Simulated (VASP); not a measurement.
A run of VASP 6.6.1 is set up as follows.

The input INCAR:

```
  ALGO = Normal
  EDIFF = 1E-7
  ENCUT = 520
  GGA = PS
  ISIF = 2
  ISMEAR = 0
  LASPH = T
  LCHARG = F
  LREAL = F
  LWAVE = F
  NBANDS = 10
  NELM = 60
  PREC = Accurate
  SIGMA = 0.15
```

File KPOINTS:

```
k-points
0
Gamma
  16 16 16
```

POSCAR

```
Na
1.0
   -2.1175000000      2.1175000000      2.0857375000
    2.1175000000     -2.1175000000      2.0857375000
    2.1175000000      2.1175000000     -2.0857375000
Na
1
Direct
    0.0000000000      0.0000000000      0.0000000000
```

Potentials or basis: VASP PAW PBE potentials, release 64 (Na_pv).

Launch:

```console
$ cat potpaw_PBE.64/Na_pv/POTCAR > POTCAR
$ mpirun -np 1 vasp_std > vasp.out
```

(1) Estimate the pressure.

## Answers

(1) -0.2 GPa.

Caveat: the cell differs from its parent crystal (strain +0.000 along x and y, -0.015 along z); the PAW data sets were made with another functional, which shifts forces and pressure a little.
